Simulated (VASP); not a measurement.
Set up this calculation in VASP 6.6.1, as the native input.

```yaml
Task: single point
Functional: PBE
Potentials_or_basis: VASP PAW PBE potentials, release 64 (W_sv, F)
Cutoff: 520 eV
k_mesh: 6 × 6 × 14
Occupations: gaussian, width 0.1 eV
Spin: collinear spin
Starting_moments: "[2.5, 2.5, 0.0, 0.0, 0.0, 0.0] μB"
Dipole_correction: no
Further_INCAR_settings: ALGO = Normal; EDIFF = 1e-06; NBANDS = 41
```

The structure of WF2 lies in POSCAR:

```
WF2
1.0
    5.7173869327      0.0000000000      0.0000000000
    0.0000000000      5.7173869327      0.0000000000
    0.0000000000      0.0000000000      2.4090661804
W F
2 4
Direct
    0.0000000000      0.0000000000      0.0000000000
    0.5000000000      0.5000000000      0.5000000000
    0.2463486688      0.2463486688      0.0000000000
    0.7536513312      0.7536513312      0.0000000000
    0.7463486688      0.2536513312      0.5000000000
    0.2536513312      0.7463486688      0.5000000000
```

The input as run:

INCAR

```
PREC = Accurate ; ENCUT = 520
EDIFF = 1E-6 ; ISMEAR = 0
SIGMA = 0.1 ; LREAL = False
LASPH = True ; NELM = 150
ALGO = Normal ; ISIF = 2
LWAVE = False ; LCHARG = True
ISPIN = 2 ; MAGMOM = 2.5 2.5 0 0 0 0
LORBIT = 11 ; LMAXMIX = 4
GGA = PE ; LELF = True
LVHAR = True ; NBANDS = 41
```

KPOINTS

```
regular mesh
0
Gamma
  6 6 14
```

Potentials or basis: VASP PAW PBE potentials, release 64 (W_sv, F).

Command:

```console
$ cat potpaw_PBE.64/W_sv/POTCAR potpaw_PBE.64/F/POTCAR > POTCAR
$ mpirun -np 1 vasp_std > vasp.out
```

Results of the run:

```json
{
  "Pressure": "15.1 GPa",
  "Largest force": "0.759 eV/Å",
  "Band gap on the k mesh": "zero (filled and empty bands overlap)",
  "Net moment": "0.00 μB per cell",
  "Valence electrons inside the program's atomic spheres": "W 12.09; F 6.10"
}
```

Caveat: the cell stands under pressure; spin-orbit coupling is left out, which moves the levels of the heavy elements.

Wall time 27 min on 1 thread of Oxide Virtual Turin-like Processor, with other jobs on the host, peak memory 0.44 GiB.
